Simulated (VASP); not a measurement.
# BaS (P1) in VASP: single point with PBE

Aim: the single point of BaS with PBE.

Program: VASP 6.6.1. These are calculated values, not measurements. Logs are shortened: lines on timing, memory, paths and dates and some standing lists are left out, and cuts for length are marked.

## (1) The cell of the first run

The typed cell holds 4 atoms: a = 4.355 Å, b = 4.390 Å, c = 7.719 Å, α = 89.24°, β = 89.65°, γ = 119.30°.

## (2) Single point, PBE (atoms moved at random and the cell strained at random)

The input, INCAR:

```
SYSTEM = BaS
PREC     = Accurate       ! precision mode
ENCUT    = 520            ! plane-wave cutoff, eV
EDIFF    = 1E-6           ! SCF threshold, eV
ISMEAR   = 0              ! smearing method
SIGMA    = 0.05           ! smearing width, eV
LREAL    = .FALSE.        ! projectors in reciprocal space
LASPH    = .TRUE.         ! aspherical terms in the spheres
NELM     = 60             ! most SCF steps
ALGO     = Normal         ! electronic algorithm
ISIF     = 2              ! what is computed and relaxed
LWAVE    = .FALSE.        ! write WAVECAR
LCHARG   = .TRUE.         ! write CHGCAR
GGA      = PE             ! functional
LELF     = .TRUE.         ! ELF
LVHAR    = .TRUE.       
NBANDS   = 24             ! bands
```

The input, KPOINTS:

```
Automatic mesh
0
G
  8 8 6
  0 0 0
```

The input, POSCAR:

```
BaS
1.0
    4.3552073167      0.0166387321      0.0131540292
   -2.1631940937      3.8202695780      0.0290444958
    0.0231156794      0.0722818996      7.7182328740
Ba S
2 2
Direct
    0.3337747598      0.6876971868      0.2562951550
    0.6665237936      0.3205483045      0.7591778442
    0.0151129768      0.0411862160     -0.0055224897
   -0.0154115302     -0.0494317073      0.4900494904
```

Potentials or basis: VASP PAW PBE potentials, release 64 (Ba_sv, S).

Started as:

```sh
$ cat potpaw_PBE.64/Ba_sv/POTCAR potpaw_PBE.64/S/POTCAR > POTCAR
$ mpirun -np 1 vasp_std > vasp.out
```

OUTCAR:

```text
SYSTEM = BaS
   PREC = Accurate
   ENCUT = 520
   EDIFF = 1E-6
   ISMEAR = 0
   LREAL = .FALSE.
   LASPH = .TRUE.
   NELM = 60
   ISIF = 2
   GGA = PE

 ion  position               nearest neighbor table
   1  0.334  0.688  0.256-   4 2.94   4 3.09   3 3.22   3 3.24   3 3.26   4 3.32   2 4.50   2 4.61
                             2 4.62   2 4.63   2 4.67   2 4.69
   2  0.667  0.321  0.759-   3 2.98   3 3.05   4 3.15   3 3.33   4 3.34   4 3.35   1 4.50   1 4.61
                             1 4.62   1 4.63   1 4.67   1 4.69
   3  0.015  0.041  0.994-   2 2.98   2 3.05   1 3.22   1 3.24   1 3.26   2 3.33
   4  0.985  0.951  0.490-   1 2.94   1 3.09   2 3.15   1 3.32   2 3.34   2 3.35

  LATTYP: Found a triclinic cell.
 ALAT       =     4.4191139457
 B/A-ratio  =     0.9855502750
 C/A-ratio  =     1.7466410773
 COS(alpha) =     0.0060506581
 COS(beta)  =     0.0191650089
 COS(gamma) =     0.4993700419

  Lattice vectors:

 A1 = (  -2.1920132230,  -3.8369083101,  -0.0421985250)
 A2 = (  -4.3552073167,  -0.0166387321,  -0.0131540292)
 A3 = (  -0.0231156794,  -0.0722818996,  -7.7182328740)

Analysis of symmetry for initial positions (statically):
=====================================================================
 Subroutine PRICEL returns:
 Original cell was already a primitive cell.

 Routine SETGRP: Setting up the symmetry group for a
 triclinic supercell.

 Subroutine GETGRP returns: Found  1 space group operations
 (whereof  1 operations were pure point group operations)
 out of a pool of  2 trial point group operations.

The static configuration has the point symmetry C_1 .

Analysis of symmetry for dynamics (positions and initial velocities):
=====================================================================
 Subroutine PRICEL returns:
 Original cell was already a primitive cell.

 Routine SETGRP: Setting up the symmetry group for a
 triclinic supercell.

 Subroutine GETGRP returns: Found  1 space group operations
 (whereof  1 operations were pure point group operations)
 out of a pool of  2 trial point group operations.

The dynamic configuration has the point symmetry C_1 .

 Subroutine INISYM returns: Found  1 space group operations
 (whereof  1 operations are pure point group operations),
 and found     1 'primitive' translations

----------------------------------------------------------------------------------------

                                     Primitive cell

  volume of cell :     128.6819

  direct lattice vectors                    reciprocal lattice vectors
     4.355207317  0.016638732  0.013154029     0.229120231  0.129751774 -0.001901339
    -2.163194094  3.820269578  0.029044496    -0.000990588  0.261219297 -0.002443374
     0.023115679  0.072281900  7.718232874    -0.000386757 -0.001204128  0.129575771

  length of vectors
     4.355258964  4.390297475  7.718605943     0.263315814  0.261232602  0.129581943

  position of ions in fractional coordinates (direct lattice)
     0.333774760  0.687697187  0.256295155
     0.666523794  0.320548305  0.759177844
     0.015112977  0.041186216  0.994477510
     0.984588470  0.950568293  0.490049490

  ion indices of the primitive-cell ions
   primitive index   ion index
                 1           1
                 2           2
                 3           3
                 4           4

----------------------------------------------------------------------------------------

 KPOINTS: Automatic mesh

Automatic generation of k-mesh.
 Grid dimensions read from file:
 generate k-points for:    8    8    6

 Generating k-lattice:

  Cartesian coordinates                     Fractional coordinates (reciprocal lattice)
     0.028640029  0.016218972 -0.000237667     0.125000000  0.000000000  0.000000000
    -0.000123824  0.032652412 -0.000305422     0.000000000  0.125000000  0.000000000
    -0.000064460 -0.000200688  0.021595962     0.000000000  0.000000000  0.166666667

  Length of vectors
     0.032914477  0.032654075  0.021596991

  Shift w.r.t. Gamma in fractional coordinates (k-lattice)
     0.000000000  0.000000000  0.000000000

 Subroutine IBZKPT returns following result:
 ===========================================

 Found    196 irreducible k-points:

 Following reciprocal coordinates:
            Coordinates               Weight
  0.000000  0.000000  0.000000      1.000000
  0.125000 -0.000000  0.000000      2.000000
  0.250000 -0.000000  0.000000      2.000000
  0.375000  0.000000  0.000000      2.000000
  0.500000 -0.000000  0.000000      1.000000
  0.000000  0.125000  0.000000      2.000000
[... 16 lines left out ...]
  0.125000  0.375000  0.000000      2.000000
  0.250000  0.375000  0.000000      2.000000
 [... further k-points ...]
   k-points           NKPTS =    196   k-points in BZ     NKDIM =    196   number of bands    NBANDS=     24
   number of dos      NEDOS =    301   number of ions     NIONS =      4
   total plane-waves  NPLWV =  69120
   dimension x,y,z NGX =    32 NGY =   36 NGZ =   60
   dimension x,y,z NGXF=    64 NGYF=   72 NGZF=  120
   ions per type =               2   2
   NGX,Y,Z   is equivalent  to a cutoff of  12.21, 13.63, 12.92 a.u.
   NGXF,Y,Z  is equivalent  to a cutoff of  24.43, 27.26, 25.85 a.u.
 SYSTEM =  BaS
   PREC   = accura    normal or accurate (medium, high low for compatibility)
   ISTART =      0    job   : 0-new  1-cont  2-samecut
   ICHARG =      2    charge: 1-file 2-atom 10-const
   ISPIN  =      1    spin polarized calculation?
   LNONCOLLINEAR =      F non collinear calculations
   LSORBIT =      F    spin-orbit coupling
   LASPH  =      T    aspherical Exc in radial PAW
   ENCUT  =  520.0 eV  38.22 Ry    6.18 a.u.   8.10  8.16 14.35*2*pi/ulx,y,z
   NELM   =     60;   NELMIN=  2; NELMDL= -5     # of ELM steps
   EDIFF  = 0.1E-05   stopping-criterion for ELM
   LREAL  =      F    real-space projection
   EDIFFG = 0.1E-04   stopping-criterion for IOM
   NSW    =      0    number of steps for IOM
   IBRION =     -1    ionic relax: 0-MD 1-quasi-New 2-CG
   NFREE  =      0    steps in history (QN), initial steepest desc. (CG)
   ISIF   =      2    stress and relaxation
   ISYM   =      2    0-nonsym 1-usesym 2-fastsym
   POTIM  = 0.5000    time-step for ionic-motion
   TEBEG  =    0.0;   TEEND  =   0.0 temperature during run
   PSTRESS=    0.0 pullay stress
   NELECT =      32.0000    total number of electrons
   NUPDOWN=      -1.0000    fix difference up-down
   EMIN   =  10.00;   EMAX   =-10.00  energy-range for DOS
   EFERMI =   0.00;   METHOD = LEGACY
   ISMEAR =     0;   SIGMA  =   0.05  broadening in eV -4-tet -1-fermi 0-gaus
   EFERMI_NEDOS =   21; number of points for ismear=-14 and -15
   IALGO  =     38    algorithm
   IMIX   =      4    mixing-type and parameters
     AMIX     =   0.40;   BMIX     =  1.00
     AMIX_MAG =   1.60;   BMIX_MAG =  1.00
  volume/ion in A,a.u.               =      32.17       217.10
  Fermi-wavevector in a.u.,A,eV,Ry     =   1.029483  1.945440 14.419921  1.059834
  Thomas-Fermi vector in A             =   2.163532
   LORBIT       =      0    0 simple, 1 ext, 2 COOP (PROOUT), +10 PAW based schemes
   GGA     = PE    functional components
   LHFCALC =     F    Hartree Fock is set to
   AEXX    =    0.0000 exact exchange contribution
   IVDW    =     0    specifies the selected vdW correction
   LEPSILON=     F    determine dielectric tensor
   LRPA    =     F    only Hartree local field effects (RPA)
 non-spin polarized calculation
 Gauss-broadening in eV      SIGMA  =   0.05
  energy-cutoff  :      520.00
  volume of cell :      128.68
 maximum number of plane-waves:      3492
   NGX = 17   NGY = 17   NGZ = 29

 number of electron      31.9999999 magnetization

 Free energy of the ion-electron system (eV)
  ---------------------------------------------------
  ext. energy  EPLUGINS =         0.00000000
  ---------------------------------------------------
  free energy    TOTEN  =       -19.96721971 eV

  energy without entropy =      -19.96721971  energy(sigma->0) =      -19.96721971

 E-fermi :   2.1839     XC(G=0):  -8.6528

 val. band max:        1.9143603182   @ k =   0.0000   0.0000   0.0000
 cond. band min:       3.9510299753   @ k =   0.5000   0.5000   0.0000
 fundamental gap:      2.0366696571
 Fermi energy:         2.1838966235

 k-point     1 :       0.0000    0.0000    0.0000
  band No.  band energies     occupation
      1     -24.5522      2.00000
      2     -24.4667      2.00000
      3     -10.7746      2.00000
      4      -9.6723      2.00000
      5      -9.6363      2.00000
      6      -9.6183      2.00000
[... 16 lines left out ...]
     23       6.4565      0.00000
     24       7.8579      0.00000

 k-point     2 :       0.1250   -0.0000    0.0000
  band No.  band energies     occupation
      1     -24.5457      2.00000
      2     -24.4612      2.00000
      3     -10.6984      2.00000
      4      -9.9174      2.00000
      5      -9.6862      2.00000
      6      -9.6605      2.00000
[... 16 lines left out ...]
     23       7.2171      0.00000
     24       7.6090      0.00000

 k-point     3 :       0.2500   -0.0000    0.0000
  band No.  band energies     occupation
      1     -24.5299      2.00000
      2     -24.4478      2.00000
      3     -10.4921      2.00000
      4     -10.3264      2.00000
      5      -9.8564      2.00000
      6      -9.7197      2.00000
[... 16 lines left out ...]
     23       7.3526      0.00000
     24       7.9328      0.00000
[... 514 lines left out ...]
 k-point    23 :       0.1250    0.3750    0.0000
  band No.  band energies     occupation
      1     -24.5098      2.00000
      2     -24.4316      2.00000
      3     -10.6604      2.00000
      4     -10.0513      2.00000
      5      -9.9880      2.00000
      6      -9.8338      2.00000
[... 16 lines left out ...]
     23       8.3549      0.00000
     24       8.6587      0.00000

 k-point    24 :       0.2500    0.3750    0.0000
  band No.  band energies     occupation
      1     -24.5042      2.00000
      2     -24.4262      2.00000
      3     -10.7032      2.00000
      4      -9.9946      2.00000
      5      -9.9572      2.00000
      6      -9.8846      2.00000
[... 16 lines left out ...]
     23       8.3668      0.00000
     24       8.4489      0.00000

 [... further k-points ...]

------------------------ aborting loop because EDIFF is reached ----------------------------------------

  FORCE on cell =-STRESS in cart. coord.  units (eV):
  Direction    XX          YY          ZZ          XY          YZ          ZX
  --------------------------------------------------------------------------------------
  -------------------------------------------------------------------------------------
  Total        2.5225755      0.7490569      1.7527841     -0.3857010     -0.3207285     -0.2765030
  in kB       31.4077788      9.3262677     21.8233537     -4.8022392     -3.9932882     -3.4426499
  external PRESSURE =      20.8524667 kB  Pullay stress =       0.0000000 kB

 VOLUME and BASIS-vectors are now :
 -----------------------------------------------------------------------------
  energy-cutoff  :      520.00
  volume of cell :      128.68
      direct lattice vectors                 reciprocal lattice vectors
     4.355207317  0.016638732  0.013154029     0.229120231  0.129751774 -0.001901339
    -2.163194094  3.820269578  0.029044496    -0.000990588  0.261219297 -0.002443374
     0.023115679  0.072281900  7.718232874    -0.000386757 -0.001204128  0.129575771

 POSITION                                       TOTAL-FORCE (eV/Angst)
 -----------------------------------------------------------------------------------
     -0.02804      2.65127      2.00251         0.322689     -0.373935     -0.355822
      2.22699      1.29055      5.87759        -0.146576      0.192058     -0.472092
     -0.00029      0.22948      7.67700         0.108066     -0.307756      0.292630
      2.24315      3.68323      3.82288        -0.284180      0.489633      0.535283
 -----------------------------------------------------------------------------------
    total drift:                               -0.000024      0.000067      0.000160

  FREE ENERGIE OF THE ION-ELECTRON SYSTEM (eV)
  ---------------------------------------------------
  free  energy   TOTEN  =       -19.9672197103 eV

  energy  without entropy=      -19.9672197103  energy(sigma->0) =      -19.96721971
```

Run time: 6.4 min. Hardware: 1 thread of Intel Xeon Platinum 8559C (Emerald Rapids), shared host; peak memory 0.62 GiB.

Results:

```
Free energy            : -19.9672 eV
Pressure               : 2.1 GPa
Largest force          : 0.779 eV/Å
Band gap on the k mesh : 2.04 eV (least direct gap 2.26 eV)
```

Forces on the atoms (eV/Å):
```
Ba   0.323 -0.374 -0.356
Ba  -0.147  0.192 -0.472
S    0.108 -0.308  0.293
S   -0.284  0.490  0.535
```

Stress tensor (GPa, compression positive):
```
 3.14 -0.48 -0.34
-0.48  0.93 -0.40
-0.34 -0.40  2.18
```

Levels at points of the mesh, in eV from the valence-band top:
```
           k point  band 14  band 15  band 16  band 17  band 18  band 19
(0.00, 0.00, 0.00)    -0.75    -0.62     0.00     2.89     3.14     3.76
(0.50, 0.00, 0.00)    -1.26    -0.45    -0.18     2.08     4.18     4.56
(0.00, 0.50, 0.00)    -1.33    -0.45    -0.28     2.21     4.23     4.88
(0.50, 0.50, 0.00)    -1.20    -0.47    -0.22     2.04     4.19     4.44
(0.00, 0.00, 0.50)    -0.86    -0.78    -0.76     3.80     3.86     4.21
(0.50, 0.00, 0.50)    -1.14    -0.91    -0.81     3.04     3.12     5.28
(0.00, 0.50, 0.50)    -1.18    -0.98    -0.87     3.11     3.24     5.54
(0.50, 0.50, 0.50)    -1.13    -0.92    -0.83     2.99     3.06     5.38
```

Caveat: the cell differs from its parent crystal (atoms moved at random and the cell strained at random); spin-orbit coupling is left out, which moves the levels of the heavy elements. A k mesh can miss the band edges.
